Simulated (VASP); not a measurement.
**Pt: single point with PBE**

The system is Pt.

```xyz
1
Lattice="-1.5842 1.5842 1.5842 1.5842 -1.5842 1.5842 1.5842 1.5842 -1.5842" Properties=species:S:1:pos:R:3 pbc="T T T"
Pt    0.0000    0.0000    0.0000
```

This isn't the form of Pt at room conditions, which is fcc.

```yaml
Program: VASP 6.6.1
Task: single point
Functional: PBE
Potentials_or_basis: VASP PAW PBE potentials, release 64 (Pt)
Cutoff: 400 eV
k_mesh: 15 × 15 × 15
Occupations: methfessel-paxton, width 0.1 eV
Spin: no spin polarisation
```

```json
{
 "Pressure": "-1.7 GPa",
 "Band gap on the k mesh": "zero (bands 5 and 6 overlap by 2.06 eV)"
}
```

Levels at points of the mesh, in eV from the Fermi level:
```
           k point  band 2  band 3  band 4  band 5  band 6  band 7  band 8  band 9
(0.00, 0.00, 0.00)   -3.48   -3.48   -3.48   -1.02   -1.02   17.07   17.07   17.07
```

Wall time 7.6 s on 1 thread of Intel(R) Xeon(R) Platinum 8259CL CPU @ 2.50GHz (Skylake/Cascade Lake) (shared host), peak memory 0.12 GiB.

Caveat: spin-orbit coupling is left out, which moves the levels of the heavy elements.
